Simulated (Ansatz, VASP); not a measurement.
**AlAs in VASP and in Ansatz**

Contents of INCAR:

```
PREC = Accurate
ENCUT = 500
EDIFF = 1E-6
ISMEAR = 0
SIGMA = 0.05
LREAL = F
LASPH = T
NELM = 120
ALGO = Normal
ISIF = 2
LWAVE = F
LCHARG = T
GGA = PE
LELF = T
LVHAR = T
NBANDS = 11
GGA_COMPAT = F
```

KPOINTS

```
Automatic mesh
0
Gamma
  8 8 8
```

The input POSCAR:

```
AlAs
1.0
    0.0000000000      2.7596400000      2.8304000000
    2.7596400000      0.0000000000      2.8304000000
    2.7596400000      2.7596400000      0.0000000000
Al As
1 1
Direct
    0.0000000000      0.0000000000      0.0000000000
    0.7500000000      0.7500000000      0.7500000000
```

Input for Ansatz:

```yaml
crystal:
  lattice:
    - [0.0, 2.75964, 2.8304]
    - [2.75964, 0.0, 2.8304]
    - [2.75964, 2.75964, 0.0]
  atoms:
    - { symbol: Al, position: [0.0, 0.0, 0.0] }
    - { symbol: As, position: [0.75, 0.75, 0.75] }
basis:
  ecutwfc: 420
kpoints:
  mp_grid: { grid: [8, 8, 8] }
hamiltonian:
  xc: pbe
scf:
  occupations: { method: gaussian, width: 0.05 }
output:
  forces: true
  stress: true
  eigenvalues: true
```

Change from the starting cell: strain -0.025 along x and y, +0.000 along z, atoms carried along.

Alike in both runs: task single point; functional PBE; k mesh 8 × 8 × 8; occupations gaussian, width 0.05 eV; no spin polarisation.

|  | VASP | Ansatz |
| --- | --- | --- |
| version | VASP 6.6.1 | Ansatz 0.2.0 |
| potentials or method | VASP PAW PBE potentials, release 64 (Al, As), cutoff 500 eV | scalar-relativistic, plane waves, PAW |
| valence electrons in the cell | 8 | 18 |

```csv
,VASP,Ansatz,Ansatz less VASP
gap on the k mesh at the Fermi level (eV),1.25,1.27,+0.012
least direct gap on the mesh (eV),2.42,2.41,-0.009
pressure (GPa),7.2,7.0,-0.23
"traceless stress, the component that is largest in VASP (GPa)",-0.93,-0.93,-0.003
```

VASP's potentials hold 8 valence electrons a cell and Ansatz's 18, so a difference there can come from the potentials and not from the codes.
